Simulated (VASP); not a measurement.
Here is a VASP 6.6.1 calculation.

INCAR

```
PREC = Accurate ; ENCUT = 1000
EDIFF = 1E-6 ; ISMEAR = 0
SIGMA = 0.05 ; LREAL = F
LASPH = T ; NELM = 120
ALGO = Normal ; ISIF = 2
LWAVE = F ; LCHARG = F
LDIPOL = T ; IDIPOL = 3
DIPOL = 0.5 0.5 0.321 ; GGA = PE
IVDW = 12 ; NBANDS = 27
GGA_COMPAT = F ; NELMDL = -8
```

KPOINTS

```
Automatic mesh
0
Gamma
  7 5 1
```

Contents of POSCAR:

```
Si3N
1.0
    3.8333442755      0.0000000000      0.0000000000
    0.0000000000      5.4211674636      0.0000000000
    0.0000000000      0.0000000000     22.4877586337
Si N
6 2
Direct
    0.5000000000      0.0000000000      0.1778745523
    0.0000000000      0.2500000000      0.1778745523
    0.0000000000      0.5038839981      0.2608672216
    0.5000000000      0.7461160019      0.2608672216
    0.5000000000      0.0086033066      0.3418641564
    0.0000000000      0.2413966934      0.3418641564
    1.0000000000      0.1752699732      0.4797169344
    1.0000000000      0.1752699732      0.5286324363
```

Potentials or basis: VASP PAW PBE potentials, release 64 (Si, N_h).

Command:

```console
$ cat potpaw_PBE.64/Si/POTCAR potpaw_PBE.64/N_h/POTCAR > POTCAR
$ mpirun -np 1 vasp_std > vasp.out
```

Estimate the band gap on the k mesh.

zero (bands 17 and 18 overlap by 0.30 eV).

Estimate the dispersion energy per atom.

-0.205 eV.

Forces in eV/Å, atoms in the order of the input:
```
Si   0.000  0.579 -0.029
Si   0.000 -0.568 -0.041
Si   0.000 -0.086 -0.027
Si   0.000  0.113 -0.010
Si   0.000 -0.062  0.061
Si   0.000  0.047 -0.155
N    0.000 -0.043 -0.298
N    0.000  0.020  0.501
```
